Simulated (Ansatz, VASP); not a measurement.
## Ti2Br3: VASP beside Ansatz

```
CELL_PARAMETERS angstrom
3.35615 0.00000 0.00000
-1.67807 2.90651 0.00000
0.00000 0.00000 11.63360
ATOMIC_POSITIONS crystal
Ti 0.33333 0.66667 0.18230
Ti 0.66667 0.33333 0.81770
Br 0.00000 0.00000 0.00000
Br 0.33333 0.66667 0.67044
Br 0.66667 0.33333 0.32956
```

Alike in both runs: functional PBE; k mesh 6 × 6 × 4; occupations gaussian, width 0.1 eV; collinear spin.

Ansatz relaxed the structure, and its values are those at the end. VASP's run is a single point on that final structure, the one shown.

```csv
,VASP,Ansatz
version,VASP 6.6.1,Ansatz 0.2.0
potentials or method,"VASP PAW PBE potentials, release 64 (Ti_sv, Br), cutoff 500 eV","scalar-relativistic, plane waves, PAW"
valence electrons in the cell,45,45
```

Ansatz gave:

| Property | Result |
| --- | --- |
| gap on the k mesh at the Fermi level (eV) | none |
| pressure (GPa) | 0.1 |
| rms of the force components (eV/Å) | 0.004 |
| net moment per atom (μB) | 0.24 |
| size of the moment on the site where the two differ most (μB) | 0.39 |

Problem. What did VASP give for the same quantities?

Solution. gap on the k mesh at the Fermi level (eV): none; pressure (GPa): 0.2; rms of the force components (eV/Å): 0.005; net moment per atom (μB): 0.24; size of the moment on the site where the two differ most (μB): 0.41.

Site moments also hang on the region over which each program counts them. A gap of «none» marks a metal or a gap that the smearing closes. Ansatz's warnings: cell relax basis refresh.

The k mesh is coarse, so the values compare programs but aren't converged.
